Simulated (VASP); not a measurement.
Al32NO47 (a cell with a defect), 80 atoms in the cell. The cell holds a defect, 80 atoms: a = 10.361 Å, b = 10.361 Å, c = 10.361 Å, α = 55.29°, β = 55.29°, γ = 55.29°. 

```yaml
Program: VASP 6.6.1
Task: single point
Functional: PBE
Potentials_or_basis: VASP PAW PBE potentials, release 64 (Al, O, N)
Cutoff: 520 eV
k_mesh: 1 × 1 × 1
Occupations: gaussian, width 0.01 eV
Spin: no spin polarisation
Dipole_correction: no
Charge: -1
Further_INCAR_settings: LREAL = Auto; ALGO = Normal; EDIFF = 1e-06; NBANDS = 238; NELECT = 384.0
```

Potentials or basis: VASP PAW PBE potentials, release 64 (Al, O, N).

Run with:

```console
$ cat potpaw_PBE.64/Al/POTCAR potpaw_PBE.64/O/POTCAR potpaw_PBE.64/N/POTCAR > POTCAR
$ mpirun -np 1 vasp_gam > vasp.out
```

Hardware: 1 thread of Intel Xeon 8259CL, with other jobs on the host.

Task: Estimate the wall time of this run.

Result: It took 14 min on 1 thread of Intel Xeon 8259CL (shared host), peak memory 1 GiB. Counts: scf iterations 17, k points 1.
